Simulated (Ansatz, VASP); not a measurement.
**Two plane-wave programs on Cu**

```
Cu
1.0
     0.00000    1.80750    1.80750
     1.80750    0.00000    1.80750
    14.46000   14.46000    0.00000
Cu
8
Cartesian
  0.0091 0.0556 -0.0413
  1.8280 1.7770 0.0239
  3.6070 3.6230 -0.0305
  5.4189 5.4403 0.0143
  7.1444 7.2295 0.0582
  9.0521 9.0319 -0.0121
  10.8548 10.8962 -0.0081
  12.6170 12.6129 -0.0105
```

Alike in both runs: task single point; functional LDA; k mesh 8 × 8 × 1; no spin polarisation.

|  | VASP | Ansatz |
| --- | --- | --- |
| version | VASP 6.6.1 | Ansatz 0.2.0 |
| potentials or method | VASP PAW LDA potentials, release 64 (Cu), cutoff 520 eV | scalar-relativistic, plane waves, PAW |
| occupations | methfessel-paxton of order 1, width 0.05 eV | cold, width 0.05 eV |
| valence electrons in the cell | 88 | 152 |

Ansatz gave:

* gap on the k mesh at the Fermi level (eV): none
* rms of the force components (eV/Å): 0.224

Q: Which values does VASP return?

A: gap on the k mesh at the Fermi level (eV): none; rms of the force components (eV/Å): 0.226.

LDA's correlation is that of Perdew and Zunger in VASP and of Perdew and Wang (1992) in Ansatz. Atom by atom the forces differ by 0.001 eV/Å (rms over components). A gap of «none» marks a metal or a gap that the smearing closes. VASP's potentials hold 88 valence electrons a cell and Ansatz's 152, so a difference there can come from the potentials and not from the codes.

The k mesh is coarse, so the values compare programs but aren't converged.
